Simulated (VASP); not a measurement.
# As (Pm-3m) in VASP: a series of runs, part 2 of 2

VASP 6.6.1.

### 3 Single point, PBEsol

This run uses another cell than the first one, of 18.66 Å³/atom, 0.981 times its volume.

INCAR reads:

```
SYSTEM = As
  PREC = Accurate
  ENCUT = 520
  EDIFF = 1E-6
  ISMEAR = -1
  SIGMA = 0.1
  LREAL = .False.
  LASPH = .True.
  NELM = 80
  ALGO = Normal
  ISIF = 2
  LWAVE = .False.
  LCHARG = .False.
  GGA = PS
  NBANDS = 8
```

KPOINTS reads:

```
Automatic mesh
0
Gamma
  10 10 10
  0 0 0
```

POSCAR reads:

```
As
1.0
    2.6522984117      0.0000000000      0.0000000000
    0.0000000000      2.6522984117      0.0000000000
    0.0000000000      0.0000000000      2.6522984117
As
1
Direct
    0.5000000000      0.5000000000      0.5000000000
```

Potentials or basis: VASP PAW PBE potentials, release 64 (As).

Run with:

```
cat potpaw_PBE.64/As/POTCAR > POTCAR
mpirun -np 1 vasp_std > vasp.out
```

It took 4.1 s on 1 thread of Intel Xeon 6975P-C (Granite Rapids), shared host; peak memory 0.12 GiB.

The run converged. Its results:

- Free energy: -5.0410 eV
- Pressure: 4.4 GPa

Levels at points of the mesh, in eV from the Fermi level:
| k point | band 1 | band 2 | band 3 | band 4 | band 5 | band 6 |
| --- | --- | --- | --- | --- | --- | --- |
| (0.00, 0.00, 0.00) | -15.47 | 4.44 | 4.44 | 4.44 | 8.62 | 8.62 |
| (0.50, 0.00, 0.00) | -12.05 | -7.38 | 6.96 | 6.96 | 11.47 | 14.41 |
| (0.50, 0.50, 0.00) | -8.45 | -4.50 | -4.50 | 2.21 | 9.36 | 17.25 |
| (0.50, 0.50, 0.50) | -4.42 | -1.86 | -1.86 | -1.86 | 5.86 | 5.86 |

Caveat: the PAW data sets were made with another functional, which shifts forces and pressure a little.

### 4 Single point, PBEsol

This run uses another cell than the first one, of 18.33 Å³/atom, 0.964 times its volume.

INCAR reads:

```
PREC = Accurate ; ENCUT = 520
EDIFF = 1E-6 ; ISMEAR = -1
SIGMA = 0.1 ; LREAL = F
LASPH = T ; NELM = 100
ALGO = Normal ; ISIF = 2
LWAVE = F ; LCHARG = F
GGA = PS ; NBANDS = 8
```

KPOINTS reads:

```
regular mesh
0
Gamma
  10 10 10
```

POSCAR reads:

```
As
1.0
    2.6366104936      0.0000000000      0.0000000000
    0.0000000000      2.6366104936      0.0000000000
    0.0000000000      0.0000000000      2.6366104936
As
1
Direct
    0.5000000000      0.5000000000      0.5000000000
```

Potentials or basis: VASP PAW PBE potentials, release 64 (As).

Run with:

```
cat potpaw_PBE.64/As/POTCAR > POTCAR
mpirun -np 1 vasp_std > vasp.out
```

OUTCAR:

```text
PREC = Accurate
   ENCUT = 520
   EDIFF = 1E-6
   ISMEAR = -1
   LREAL = F
   LASPH = T
   NELM = 100
   ISIF = 2
   GGA = PS

 ion  position               nearest neighbor table
   1  0.500  0.500  0.500-

  LATTYP: Found a simple cubic cell.
 ALAT       =     2.6366104936

  Lattice vectors:

 A1 = (   2.6366104936,   0.0000000000,   0.0000000000)
 A2 = (   0.0000000000,   2.6366104936,   0.0000000000)
 A3 = (   0.0000000000,   0.0000000000,   2.6366104936)

Analysis of symmetry for initial positions (statically):
=====================================================================
 Subroutine PRICEL returns:
 Original cell was already a primitive cell.

 Routine SETGRP: Setting up the symmetry group for a
 simple cubic supercell.

 Subroutine GETGRP returns: Found 48 space group operations
 (whereof 48 operations were pure point group operations)
 out of a pool of 48 trial point group operations.

The static configuration has the point symmetry O_h .

Analysis of symmetry for dynamics (positions and initial velocities):
=====================================================================
 Subroutine PRICEL returns:
[... 152 lines left out ...]

  energy without entropy =       -5.02068565  energy(sigma->0) =       -5.02523094

 E-fermi :   6.6376     XC(G=0): -10.8811

 val. band max:        6.5474332144   @ k =   0.5000   0.3000   0.3000
 cond. band min:       6.6940048148   @ k =   0.2000   0.2000   0.0000
 fundamental gap:      0.1465716004
 Fermi energy:         6.6376264855

 k-point     1 :       0.0000    0.0000    0.0000
  band No.  band energies     occupation
      1      -9.0008      2.00000
      2      11.1470      0.00000
      3      11.1470      0.00000
      4      11.1470      0.00000
      5      15.2796      0.00000
      6      15.2796      0.00000
      7      17.7825      0.00000
      8      32.6410      0.00000
[... 243 lines left out ...]
 k-point    24 :       0.3000    0.1000    0.1000
  band No.  band energies     occupation
      1      -6.8863      2.00000
      2       2.9690      2.00000
      3      10.3425      0.00000
      4      10.9556      0.00000
      5      19.6828      0.00000
      6      19.6844      0.00000
      7      21.7575      0.00000
      8      22.8574      0.00000

 [... further k-points ...]
[... 5 lines left out ...]
  --------------------------------------------------------------------------------------
  -------------------------------------------------------------------------------------
  Total        0.7463203      0.7463203      0.7463203      0.0000000     -0.0000000     -0.0000000
  in kB       65.2375940     65.2375940     65.2375940      0.0000000     -0.0000000     -0.0000000
  external PRESSURE =      65.2375940 kB  Pullay stress =       0.0000000 kB

 VOLUME and BASIS-vectors are now :
 -----------------------------------------------------------------------------
  energy-cutoff  :      520.00
  volume of cell :       18.33
      direct lattice vectors                 reciprocal lattice vectors
     2.636610494  0.000000000  0.000000000     0.379274831  0.000000000  0.000000000
     0.000000000  2.636610494  0.000000000     0.000000000  0.379274831  0.000000000
     0.000000000  0.000000000  2.636610494     0.000000000  0.000000000  0.379274831

 POSITION                                       TOTAL-FORCE (eV/Angst)
 -----------------------------------------------------------------------------------
      1.31831      1.31831      1.31831         0.000000      0.000000      0.000000
 -----------------------------------------------------------------------------------
    total drift:                                0.000000     -0.000000      0.000000

  FREE ENERGIE OF THE ION-ELECTRON SYSTEM (eV)
  ---------------------------------------------------
  free  energy   TOTEN  =        -5.0297762258 eV

  energy  without entropy=       -5.0206856505  energy(sigma->0) =       -5.02523094
```

OSZICAR:

```text
N       E                     dE             d eps       ncg     rms          rms(c)
DAV:   1     0.795866133731E+01    0.79587E+01   -0.21660E+03   896   0.463E+02
DAV:   2    -0.489245006515E+01   -0.12851E+02   -0.12413E+02  1192   0.612E+01
DAV:   3    -0.503609294491E+01   -0.14364E+00   -0.14354E+00  1048   0.892E+00
DAV:   4    -0.503621935703E+01   -0.12641E-03   -0.12641E-03  1328   0.295E-01
DAV:   5    -0.503621940285E+01   -0.45821E-07   -0.45815E-07  1072   0.367E-03    0.246E+00
DAV:   6    -0.503208588429E+01    0.41335E-02   -0.39943E-04  1088   0.155E-01    0.146E+00
DAV:   7    -0.502975664291E+01    0.23292E-02   -0.95655E-04   960   0.252E-01    0.648E-02
DAV:   8    -0.502977553747E+01   -0.18895E-04   -0.14301E-05  1128   0.268E-02    0.997E-03
DAV:   9    -0.502977622581E+01   -0.68834E-06   -0.77838E-07  1120   0.662E-03
   1 F= -.50297762E+01 E0= -.50252309E+01  d E =-.909058E-02
```

Run time: 3.8 s. Hardware: 1 thread of Intel Xeon 6975P-C (Granite Rapids), shared host; peak memory 0.12 GiB.

Results:

```yaml
Free_energy: -5.0298 eV
Pressure: 6.5 GPa
```

Levels at points of the mesh, in eV from the Fermi level:
```tsv
k point	band 1	band 2	band 3	band 4	band 5	band 6	band 7
(0.00, 0.00, 0.00)	-15.64	4.51	4.51	4.51	8.64	8.64	11.14
(0.50, 0.00, 0.00)	-12.13	-7.53	7.10	7.10	11.54	14.52	15.16
(0.50, 0.50, 0.00)	-8.44	-4.59	-4.59	2.13	9.57	17.47	18.08
(0.50, 0.50, 0.50)	-4.27	-1.89	-1.89	-1.89	5.82	5.82	5.82
```

Caveat: the PAW data sets were made with another functional, which shifts forces and pressure a little.

### 5 Single point, PBEsol

This run uses another cell than the first one, of 18.03 Å³/atom, 0.948 times its volume.

INCAR reads:

```
PREC = Accurate
ENCUT = 520
EDIFF = 1E-7
ISMEAR = -1
SIGMA = 0.1
LREAL = False
LASPH = True
NELM = 60
ALGO = Normal
ISIF = 2
LWAVE = False
LCHARG = False
GGA = PS
NBANDS = 8
```

KPOINTS reads:

```
Automatic mesh
0
Gamma
  10 10 10
```

POSCAR reads:

```
As
1.0
    2.6222687131      0.0000000000      0.0000000000
    0.0000000000      2.6222687131      0.0000000000
    0.0000000000      0.0000000000      2.6222687131
As
1
Direct
    0.5000000000      0.5000000000      0.5000000000
```

Run with:

```
cat potpaw_PBE.64/As/POTCAR > POTCAR
mpirun -np 1 vasp_std > vasp.out
```

It took 3.7 s on 1 thread of Intel Xeon 6975P-C (Granite Rapids), shared host; peak memory 0.12 GiB.

Results (log left out):

```yaml
Free_energy: -5.0158 eV
Pressure: 8.6 GPa
```

Levels at points of the mesh, in eV from the Fermi level:
| k point | band 1 | band 2 | band 3 | band 4 | band 5 | band 6 |
| --- | --- | --- | --- | --- | --- | --- |
| (0.00, 0.00, 0.00) | -15.80 | 4.58 | 4.58 | 4.58 | 8.66 | 8.66 |
| (0.50, 0.00, 0.00) | -12.22 | -7.67 | 7.23 | 7.23 | 11.60 | 14.62 |
| (0.50, 0.50, 0.00) | -8.43 | -4.68 | -4.68 | 2.05 | 9.78 | 17.68 |
| (0.50, 0.50, 0.50) | -4.14 | -1.92 | -1.92 | -1.92 | 5.80 | 5.80 |

Caveat: the PAW data sets were made with another functional, which shifts forces and pressure a little.

### 6 Single point, PBEsol

This run uses another cell than the first one, of 19.42 Å³/atom, 1.021 times its volume.

INCAR reads:

```
ALGO = Normal ; EDIFF = 1E-6
ENCUT = 520 ; GGA = PS
ISIF = 2 ; ISMEAR = -1
LASPH = True ; LCHARG = True
LELF = True ; LREAL = False
LVHAR = True ; LWAVE = False
NBANDS = 8 ; NELM = 80
PREC = Accurate ; SIGMA = 0.1
```

KPOINTS reads:

```
k-points
0
Gamma
  10 10 10
```

POSCAR reads:

```
As
1.0
    2.6879068565      0.0000000000      0.0000000000
    0.0000000000      2.6879068565      0.0000000000
    0.0000000000      0.0000000000      2.6879068565
As
1
Direct
    0.5000000000      0.5000000000      0.5000000000
```

Potentials or basis: VASP PAW PBE potentials, release 64 (As).

Run with:

```
cat potpaw_PBE.64/As/POTCAR > POTCAR
mpirun -np 1 vasp_std > vasp.out
```

Run time: 3.3 s. Hardware: 1 thread of Intel Xeon 6975P-C (Granite Rapids), shared host; peak memory 0.12 GiB.

It converged, with:

```yaml
Free_energy: -5.0520 eV
Pressure: 0.3 GPa
```

Levels at points of the mesh, in eV from the Fermi level:
| k point | band 1 | band 2 | band 3 | band 4 | band 5 | band 6 |
| --- | --- | --- | --- | --- | --- | --- |
| (0.00, 0.00, 0.00) | -15.09 | 4.28 | 4.28 | 4.28 | 8.59 | 8.59 |
| (0.50, 0.00, 0.00) | -11.85 | -7.04 | 6.65 | 6.65 | 11.34 | 14.17 |
| (0.50, 0.50, 0.00) | -8.47 | -4.29 | -4.29 | 2.40 | 8.89 | 16.76 |
| (0.50, 0.50, 0.50) | -4.73 | -1.78 | -1.78 | -1.78 | 5.93 | 5.93 |

Caveat: the PAW data sets were made with another functional, which shifts forces and pressure a little.

### 7 Overview

| cell | gap on the mesh (eV) | pressure (GPa) |
| --- | --- | --- |
| a = 2.669 Å, 1 atom | none | 2.4 |
| a = 2.652 Å, 1 atom | none | 4.4 |
| a = 2.637 Å, 1 atom | none | 6.5 |
| a = 2.622 Å, 1 atom | none | 8.6 |
| a = 2.688 Å, 1 atom | none | 0.3 |

Alike in all rows: task single point; level PBEsol; potentials or basis VASP PAW PBE potentials, release 64 (As); no spin polarisation; k mesh 10 × 10 × 10; cutoff (eV) 520; smearing fermi-dirac 0.1 eV.

Caveats: the PAW data sets were made with another functional, which shifts forces and pressure a little.

Absolute energies hang on the potentials; compare differences alone.
